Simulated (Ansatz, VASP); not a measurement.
**Sb: VASP beside Ansatz**

The input INCAR:

```
ALGO = Normal
DIPOL = 0.5 0.5 0.388
EDIFF = 1E-6
ENCUT = 520
GGA = PE
IDIPOL = 3
ISIF = 2
ISMEAR = 0
IVDW = 12
LASPH = T
LCHARG = F
LDIPOL = T
LREAL = F
LWAVE = F
NBANDS = 18
NELM = 100
PREC = Accurate
SIGMA = 0.05
```

The input KPOINTS:

```
k-points
0
Gamma
  9 9 1
```

File POSCAR:

```
Sb
1.0
    4.0686848921      0.0000000000      0.0000000000
   -2.0343424461      3.5235844766      0.0000000000
    0.0000000000      0.0000000000     20.8000277116
Sb
4
Direct
    0.3333333333      0.6666666667      0.2956733491
    0.6666666667      0.3333333333      0.2163458656
    1.1111111111      1.2222222222      0.5600967399
    0.7777777778      1.5555555556      0.4807692564
```

Input for Ansatz:

```yaml
crystal:
  lattice:
    - [4.0686853555, 0.0, 0.0]
    - [-2.0343426777, 3.5235848779, 0.0]
    - [0.0, 0.0, 20.8000291998]
  atoms:
    - { symbol: Sb, position: [0.3333333333, 0.6666666667, 0.2956733638] }
    - { symbol: Sb, position: [0.6666666667, 0.3333333333, 0.2163458501] }
    - { symbol: Sb, position: [1.1111111111, 1.2222222222, 0.5600967714] }
    - { symbol: Sb, position: [0.7777777778, 1.5555555556, 0.4807692578] }
basis:
  ecutwfc: 420
kpoints:
  mp_grid: { grid: [9, 9, 1] }
hamiltonian:
  xc: pbe
  dispersion: d3bj
scf:
  occupations: { method: gaussian, width: 0.05 }
output:
  forces: true
  eigenvalues: true
efield:
  axis: 3
  dipole_correction: true
  ramp_width: 0.04
```

Alike in both runs: task single point; functional PBE; dispersion D3(BJ); k mesh 9 × 9 × 1; occupations gaussian, width 0.05 eV; no spin polarisation.

|  | VASP | Ansatz |
| --- | --- | --- |
| version | VASP 6.6.1 | Ansatz 0.2.0 |
| potentials or method | VASP PAW PBE potentials, release 64 (Sb), cutoff 520 eV | scalar-relativistic, plane waves, PAW |
| valence electrons in the cell | 20 | 60 |

Ansatz gave:

```
gap on the k mesh at the Fermi level (eV) : 0.87
least direct gap on the mesh (eV)         : 1.50
rms of the force components (eV/Å)        : 0.047
```

**Question.** What did VASP give for the same quantities?

**Answer.** gap on the k mesh at the Fermi level (eV): 0.88; least direct gap on the mesh (eV): 1.47; rms of the force components (eV/Å): 0.085.

Atom by atom the forces differ by 0.049 eV/Å (rms over components). VASP's potentials hold 20 valence electrons a cell and Ansatz's 60, so a difference there can come from the potentials and not from the codes.

Spin-orbit coupling is off throughout.
